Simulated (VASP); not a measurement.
Wanted: the native input for a VASP 6.6.1 run.

```yaml
Task: single point
Functional: PBE
Potentials_or_basis: VASP PAW PBE potentials, release 64 (Ti_sv, Al)
Cutoff: 520 eV
k_mesh: 10 × 10 × 3
Occupations: fermi-dirac, width 0.05 eV
Spin: no spin polarisation
Dipole_correction: no
Further_INCAR_settings: ALGO = Normal; EDIFF = 1e-06; NBANDS = 28
```

The structure of Ti3Al lies in POSCAR:

```
Ti3Al
1.0
    2.9275422229      0.0000000000      0.0000000000
   -1.4637711114      2.5353259357      0.0000000000
    0.0000000000      0.0000000000      9.2263620000
Ti Al
3 1
Direct
    0.3333333333      0.6666666667      0.2494060000
    0.3333333333      0.6666666667      0.7505940000
    0.6666666667      0.3333333333      0.0000000000
    0.6666666667      0.3333333333      0.5000000000
```

These files were run (other wordings do the same):

INCAR

```
SYSTEM = Ti3Al
PREC     = Accurate       ! precision mode
ENCUT    = 520            ! plane-wave cutoff, eV
EDIFF    = 1E-6           ! SCF threshold, eV
ISMEAR   = -1             ! smearing method
SIGMA    = 0.05           ! smearing width, eV
LREAL    = .False.        ! projectors in reciprocal space
LASPH    = .True.         ! aspherical terms in the spheres
NELM     = 80             ! most SCF steps
ALGO     = Normal         ! electronic algorithm
ISIF     = 2              ! what is computed and relaxed
LWAVE    = .False.        ! write WAVECAR
LCHARG   = .False.        ! write CHGCAR
GGA      = PE             ! functional
NBANDS   = 28             ! bands
```

KPOINTS

```
regular mesh
0
Gamma
  10 10 3
  0 0 0
```

Potentials or basis: VASP PAW PBE potentials, release 64 (Ti_sv, Al).

Launch:

```console
$ cat potpaw_PBE.64/Ti_sv/POTCAR potpaw_PBE.64/Al/POTCAR > POTCAR
$ mpirun -np 1 vasp_std > vasp.out
```

It gave:

The pressure is 0.1 GPa. The largest force is 0.011 eV/Å.

It took 34 s on 1 thread of Intel(R) Xeon(R) Platinum 8488C (Sapphire Rapids), with other jobs on the host, peak memory 0.21 GiB.
